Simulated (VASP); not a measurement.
# Hf4HC4 in VASP: single point with PBEsol

Aim: the single point of Hf4HC4 with PBEsol.

All numbers are computed with VASP 6.6.1; they aren't measurements. Logs are shortened: lines on timing, memory, paths and dates and some standing lists are left out, and cuts for length are marked.

### Step 1. The cell of the first run

The cell holds a slab with vacuum, 9 atoms: a = 3.258 Å, b = 3.258 Å, c = 28.080 Å, α = 90.00°, β = 90.00°, γ = 120.00°.

### Step 2. Single point, PBEsol

File INCAR:

```
SYSTEM = Hf4HC4
PREC = Accurate
ENCUT = 520
EDIFF = 1E-7
ISMEAR = 0
SIGMA = 0.1
LREAL = .FALSE.
LASPH = .TRUE.
NELM = 100
ALGO = Normal
ISIF = 2
LWAVE = .FALSE.
LCHARG = .FALSE.
LDIPOL = .TRUE.
IDIPOL = 3
DIPOL = 0.5 0.5 0.491
GGA = PS
NBANDS = 38
```

File KPOINTS:

```
regular mesh
0
G
  9 9 1
  0 0 0
```

File POSCAR:

```
Hf4HC4
1.0
    3.2578677669      0.0000000000      0.0000000000
   -1.6289338835      2.8213962483      0.0000000000
    0.0000000000      0.0000000000     28.0801136784
Hf C H
4 4 1
Direct
    0.3333333333      0.6666666667      0.3027053273
    0.0000000000      0.0000000000      0.3974356380
    0.6657491445      0.3314982890      0.4913256500
    0.3314021076      0.6628042152      0.5874829334
    0.6666666666      0.3333333333      0.3500704826
    0.3333440100      0.6666880200      0.4450507736
   -0.0003791685     -0.0007583370      0.5406356506
   -0.3332553100     -0.6665106200      0.6335041324
   -0.3407934715     -0.6815869429      0.6726942783
```

Potentials or basis: VASP PAW PBE potentials, release 64 (Hf_pv, C, H).

Run with:

```sh
$ cat potpaw_PBE.64/Hf_pv/POTCAR potpaw_PBE.64/C/POTCAR potpaw_PBE.64/H/POTCAR > POTCAR
$ mpirun -np 1 vasp_std > vasp.out
```

OUTCAR:

```text
SYSTEM = Hf4HC4
   PREC = Accurate
   ENCUT = 520
   EDIFF = 1E-7
   ISMEAR = 0
   LREAL = .FALSE.
   LASPH = .TRUE.
   NELM = 100
   ISIF = 2
   GGA = PS

 ion  position               nearest neighbor table
   1  0.333  0.667  0.303-   5 2.30   5 2.30   5 2.30   2 3.26   2 3.26   2 3.26
   2  0.000  0.000  0.397-   5 2.30   5 2.30   5 2.30   6 2.31   6 2.31   6 2.31   3 3.24   3 3.24
                             3 3.24   1 3.26   1 3.26   1 3.26
   3  0.666  0.331  0.491-   6 2.28   6 2.29   6 2.29   7 2.33   7 2.33   7 2.34   2 3.24   2 3.24
                             2 3.24   4 3.29   4 3.29   4 3.29
   4  0.331  0.663  0.587-   8 2.28   8 2.28   7 2.29   8 2.29   7 2.30   7 2.30   3 3.29   3 3.29
                             3 3.29
   5  0.667  0.333  0.350-   1 2.30   1 2.30   1 2.30   2 2.30   2 2.30   2 2.30
   6  0.333  0.667  0.445-   3 2.28   3 2.29   3 2.29   2 2.31   2 2.31   2 2.31
   7  1.000  0.999  0.541-   4 2.29   4 2.30   4 2.30   3 2.33   3 2.33   3 2.34
   8  0.667  0.333  0.634-   9 1.10   4 2.28   4 2.28   4 2.29
   9  0.659  0.318  0.673-   8 1.10

  LATTYP: Found a hexagonal cell.
 ALAT       =     3.2578677669
 C/A-ratio  =     8.6191692504

  Lattice vectors:

 A1 = (   3.2578677669,   0.0000000000,   0.0000000000)
 A2 = (  -1.6289338835,   2.8213962483,   0.0000000000)
 A3 = (   0.0000000000,   0.0000000000,  28.0801136784)

Analysis of symmetry for initial positions (statically):
=====================================================================
 Subroutine PRICEL returns:
 Original cell was already a primitive cell.

 Routine SETGRP: Setting up the symmetry group for a
 hexagonal supercell.

 Subroutine GETGRP returns: Found  2 space group operations
 (whereof  2 operations were pure point group operations)
 out of a pool of 24 trial point group operations.

The static configuration has the point symmetry C_1h.

Analysis of symmetry for dynamics (positions and initial velocities):
=====================================================================
 Subroutine PRICEL returns:
 Original cell was already a primitive cell.

 Routine SETGRP: Setting up the symmetry group for a
 hexagonal supercell.

 Subroutine GETGRP returns: Found  2 space group operations
 (whereof  2 operations were pure point group operations)
 out of a pool of 24 trial point group operations.

The dynamic configuration has the point symmetry C_1h.

 Subroutine INISYM returns: Found  2 space group operations
 (whereof  2 operations are pure point group operations),
 and found     1 'primitive' translations

----------------------------------------------------------------------------------------

                                     Primitive cell

  volume of cell :     258.1050

  direct lattice vectors                    reciprocal lattice vectors
     3.257867767  0.000000000  0.000000000     0.306949229  0.177217220  0.000000000
    -1.628933884  2.821396248  0.000000000     0.000000000  0.354434440  0.000000000
     0.000000000  0.000000000 28.080113678     0.000000000  0.000000000  0.035612391

  length of vectors
     3.257867767  3.257867767 28.080113678     0.354434440  0.354434440  0.035612391

  position of ions in fractional coordinates (direct lattice)
     0.333333333  0.666666667  0.302705327
     0.000000000  0.000000000  0.397435638
     0.665749144  0.331498289  0.491325650
     0.331402108  0.662804215  0.587482933
     0.666666667  0.333333333  0.350070483
     0.333344010  0.666688020  0.445050774
     0.999620832  0.999241663  0.540635651
     0.666744690  0.333489380  0.633504132
     0.659206529  0.318413057  0.672694278

  ion indices of the primitive-cell ions
   primitive index   ion index
                 1           1
                 2           2
                 3           3
                 4           4
                 5           5
                 6           6
                 7           7
                 8           8
                 9           9

----------------------------------------------------------------------------------------

 KPOINTS: regular mesh

Automatic generation of k-mesh.
 Grid dimensions read from file:
 generate k-points for:    9    9    1

 Generating k-lattice:

  Cartesian coordinates                     Fractional coordinates (reciprocal lattice)
     0.034105470  0.019690802  0.000000000     0.111111111 -0.000000000  0.000000000
     0.000000000  0.039381604  0.000000000     0.000000000  0.111111111  0.000000000
     0.000000000  0.000000000  0.035612391     0.000000000  0.000000000  1.000000000

  Length of vectors
     0.039381604  0.039381604  0.035612391

  Shift w.r.t. Gamma in fractional coordinates (k-lattice)
     0.000000000  0.000000000  0.000000000

 Subroutine IBZKPT returns following result:
 ===========================================

 Found     25 irreducible k-points:

 Following reciprocal coordinates:
            Coordinates               Weight
  0.000000  0.000000  0.000000      1.000000
  0.111111 -0.000000  0.000000      4.000000
  0.000000  0.111111  0.000000      2.000000
  0.222222  0.000000  0.000000      4.000000
  0.000000  0.222222  0.000000      2.000000
  0.333333  0.000000  0.000000      4.000000
[... 16 lines left out ...]
 -0.222222 -0.444444  0.000000      4.000000
  0.444444  0.333333  0.000000      4.000000
   k-points           NKPTS =     25   k-points in BZ     NKDIM =     25   number of bands    NBANDS=     38
   number of dos      NEDOS =    301   number of ions     NIONS =      9
   total plane-waves  NPLWV = 120960
   dimension x,y,z NGX =    24 NGY =   24 NGZ =  210
   dimension x,y,z NGXF=    48 NGYF=   48 NGZF=  420
   ions per type =               4   4   1
   NGX,Y,Z   is equivalent  to a cutoff of  12.25, 12.25, 12.43 a.u.
   NGXF,Y,Z  is equivalent  to a cutoff of  24.49, 24.49, 24.87 a.u.
 SYSTEM =  Hf4HC4
   PREC   = accura    normal or accurate (medium, high low for compatibility)
   ISTART =      0    job   : 0-new  1-cont  2-samecut
   ICHARG =      2    charge: 1-file 2-atom 10-const
   ISPIN  =      1    spin polarized calculation?
   LNONCOLLINEAR =      F non collinear calculations
   LSORBIT =      F    spin-orbit coupling
   LASPH  =      T    aspherical Exc in radial PAW
   ENCUT  =  520.0 eV  38.22 Ry    6.18 a.u.   6.06  6.06 52.21*2*pi/ulx,y,z
   NELM   =    100;   NELMIN=  2; NELMDL= -5     # of ELM steps
   EDIFF  = 0.1E-06   stopping-criterion for ELM
   LREAL  =      F    real-space projection
   EDIFFG = 0.1E-05   stopping-criterion for IOM
   NSW    =      0    number of steps for IOM
   IBRION =     -1    ionic relax: 0-MD 1-quasi-New 2-CG
   NFREE  =      0    steps in history (QN), initial steepest desc. (CG)
   ISIF   =      2    stress and relaxation
   ISYM   =      2    0-nonsym 1-usesym 2-fastsym
   POTIM  = 0.5000    time-step for ionic-motion
   TEBEG  =    0.0;   TEEND  =   0.0 temperature during run
   PSTRESS=    0.0 pullay stress
   NELECT =      57.0000    total number of electrons
   NUPDOWN=      -1.0000    fix difference up-down
   EMIN   =  10.00;   EMAX   =-10.00  energy-range for DOS
   EFERMI =   0.00;   METHOD = LEGACY
   ISMEAR =     0;   SIGMA  =   0.10  broadening in eV -4-tet -1-fermi 0-gaus
   EFERMI_NEDOS =   21; number of points for ismear=-14 and -15
   IALGO  =     38    algorithm
   IMIX   =      4    mixing-type and parameters
     AMIX     =   0.40;   BMIX     =  1.00
     AMIX_MAG =   1.60;   BMIX_MAG =  1.00
  volume/ion in A,a.u.               =      28.68       193.53
  Fermi-wavevector in a.u.,A,eV,Ry     =   0.989542  1.869964 13.322740  0.979194
  Thomas-Fermi vector in A             =   2.121148
   LORBIT       =      0    0 simple, 1 ext, 2 COOP (PROOUT), +10 PAW based schemes
   GGA     = PS    functional components
   LHFCALC =     F    Hartree Fock is set to
   AEXX    =    0.0000 exact exchange contribution
   IVDW    =     0    specifies the selected vdW correction
   LEPSILON=     F    determine dielectric tensor
   LRPA    =     F    only Hartree local field effects (RPA)
 non-spin polarized calculation
 Gauss-broadening in eV      SIGMA  =   0.10
  energy-cutoff  :      520.00
  volume of cell :      258.10
 maximum number of plane-waves:      7018
   NGX = 13   NGY = 13   NGZ =105

 dipolmoment           0.000000      0.000000     -0.004262 electrons x Angstroem

 number of electron      56.9999995 magnetization

 dipolmoment           0.000000      0.000000      0.011325 electrons x Angstroem

 Free energy of the ion-electron system (eV)
  ---------------------------------------------------
  ext. energy  EPLUGINS =         0.00000000
  ---------------------------------------------------
  free energy    TOTEN  =       -87.40124921 eV

  energy without entropy =      -87.38201390  energy(sigma->0) =      -87.39163155

 E-fermi :  -0.4475     XC(G=0):  -5.6646

 val. band max:       -0.5526090489   @ k =  -0.4444   0.3333   0.0000
 cond. band min:      -0.4377494591   @ k =   0.3333   0.3333   0.0000
 fundamental gap:      0.1148595898
 Fermi energy:        -0.4475402410

 k-point     1 :       0.0000    0.0000    0.0000
  band No.  band energies     occupation
      1     -31.4391      2.00000
      2     -30.9464      2.00000
      3     -30.9462      2.00000
      4     -30.4674      2.00000
      5     -30.1561      2.00000
      6     -29.9348      2.00000
[... 30 lines left out ...]
     37       3.0403      0.00000
     38       3.0648      0.00000

 k-point     2 :       0.1111   -0.0000    0.0000
  band No.  band energies     occupation
      1     -31.4279      2.00000
      2     -31.0082      2.00000
      3     -30.9604      2.00000
      4     -30.4456      2.00000
      5     -30.1579      2.00000
      6     -30.0035      2.00000
[... 894 lines left out ...]
 k-point    24 :       0.4444    0.3333    0.0000
  band No.  band energies     occupation
      1     -31.3785      2.00000
      2     -31.3329      2.00000
      3     -31.1884      2.00000
      4     -30.4570      2.00000
      5     -30.3993      2.00000
      6     -30.2803      2.00000
[... 30 lines left out ...]
     37       4.5886      0.00000
     38       4.8454      0.00000

 [... further k-points ...]

------------------------ aborting loop because EDIFF is reached ----------------------------------------

 vacuum level on the upper side and lower side of the slab       (xc-potential included)         0.098        -0.121

  FORCE on cell =-STRESS in cart. coord.  units (eV):
  Direction    XX          YY          ZZ          XY          YZ          ZX
  --------------------------------------------------------------------------------------
  -------------------------------------------------------------------------------------
  Total       -2.5899395     -2.5872679     -2.0721566      0.0000000      0.0688176     -0.0000000
  in kB      -16.0769554    -16.0603716    -12.8628368      0.0000000      0.4271830     -0.0000000
  external PRESSURE =     -15.0000546 kB  Pullay stress =       0.0000000 kB

 VOLUME and BASIS-vectors are now :
 -----------------------------------------------------------------------------
  energy-cutoff  :      520.00
  volume of cell :      258.10
      direct lattice vectors                 reciprocal lattice vectors
     3.257867767  0.000000000  0.000000000     0.306949229  0.177217220  0.000000000
    -1.628933884  2.821396248  0.000000000     0.000000000  0.354434440  0.000000000
     0.000000000  0.000000000 28.080113678     0.000000000  0.000000000  0.035612391

 POSITION                                       TOTAL-FORCE (eV/Angst)
 -----------------------------------------------------------------------------------
     -0.00000      1.88093      8.50000        -0.000000      0.000396      1.395995
      0.00000      0.00000     11.16004         0.000000     -0.005196      0.111592
      1.62893      0.93529     13.79648        -0.000000      0.028793     -0.038458
     -0.00000      1.87003     16.49659        -0.000000      0.023685     -0.047699
      1.62893      0.94047      9.83002        -0.000000      0.000159     -1.436307
     -0.00000      1.88099     12.49708         0.000000     -0.023012      0.009769
      1.62893      2.81926     15.18111         0.000000     -0.021656     -0.016045
      1.62893      0.94091     17.78887         0.000000     -0.008851     -0.014057
      1.62893      0.89837     18.88933        -0.000000      0.005682      0.035210
 -----------------------------------------------------------------------------------
    total drift:                                0.000000     -0.000238     -0.000344

  FREE ENERGIE OF THE ION-ELECTRON SYSTEM (eV)
  ---------------------------------------------------
  free  energy   TOTEN  =       -87.4012492075 eV

  energy  without entropy=      -87.3820138959  energy(sigma->0) =      -87.39163155

 vacuum level on the upper side and lower side of the slab         4.309         4.085
```

It took 17 min on 1 thread of Intel Xeon 6975P-C (Granite Rapids), shared host; peak memory 0.47 GiB.

What came out:

| Quantity | Value |
| --- | --- |
| Free energy | -87.4012 eV |
| Largest force | 1.436 eV/Å |
| Band gap on the k mesh | zero (an odd number of electrons rules out a gap without spin polarisation) |

Forces on the atoms (eV/Å):
```
Hf   0.000  0.000  1.396
Hf   0.000 -0.005  0.112
Hf   0.000  0.029 -0.038
Hf   0.000  0.024 -0.048
C    0.000  0.000 -1.436
C    0.000 -0.023  0.010
C    0.000 -0.022 -0.016
C    0.000 -0.009 -0.014
H    0.000  0.006  0.035
```

Levels at points of the mesh, in eV from the Fermi level:
| k point | band 24 | band 25 | band 26 | band 27 | band 28 | band 29 | band 30 | band 31 | band 32 | band 33 |
| --- | --- | --- | --- | --- | --- | --- | --- | --- | --- | --- |
| (0.00, 0.00, 0.00) | -1.20 | -0.92 | -0.92 | -0.34 | 0.88 | 0.90 | 1.11 | 1.63 | 1.65 | 2.48 |

Caveat: the PAW data sets were made with another functional, which shifts forces and pressure a little; spin-orbit coupling is left out, which moves the levels of the heavy elements.
